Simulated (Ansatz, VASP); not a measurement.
MoS2: VASP beside Ansatz

```
CELL_PARAMETERS angstrom
1.51703 0.87586 6.13233
-1.51703 0.87586 6.13233
0.00000 -1.75171 6.13233
ATOMIC_POSITIONS crystal
Mo 0.00002 0.00002 0.00002
S 0.75354 0.75354 0.75354
S 0.57975 0.57975 0.57975
```

Alike in both runs: task single point; functional PBE; dispersion D3(BJ); k mesh 12 × 12 × 12; occupations gaussian, width 0.05 eV; no spin polarisation.

|  | VASP | Ansatz |
| --- | --- | --- |
| version | VASP 6.6.1 | Ansatz 0.2.0 |
| potentials or method | VASP PAW PBE potentials, release 64 (Mo_sv, S), cutoff 520 eV | scalar-relativistic, plane waves, PAW |
| valence electrons in the cell | 26 | 26 |

Ansatz gave:

| Property | Result |
| --- | --- |
| gap on the k mesh at the Fermi level (eV) | 0.98 |
| least direct gap on the mesh (eV) | 2.12 |
| pressure (GPa) | 9.0 |
| traceless stress, the component that is largest in VASP (GPa) | -7.45 |
| rms of the force components (eV/Å) | 0.079 |

Q: Which values does VASP return?

A: gap on the k mesh at the Fermi level (eV): 0.99; least direct gap on the mesh (eV): 2.13; pressure (GPa): 8.8; traceless stress, the component that is largest in VASP (GPa): -7.51; rms of the force components (eV/Å): 0.070.

Atom by atom the forces differ by 0.008 eV/Å (rms over components).
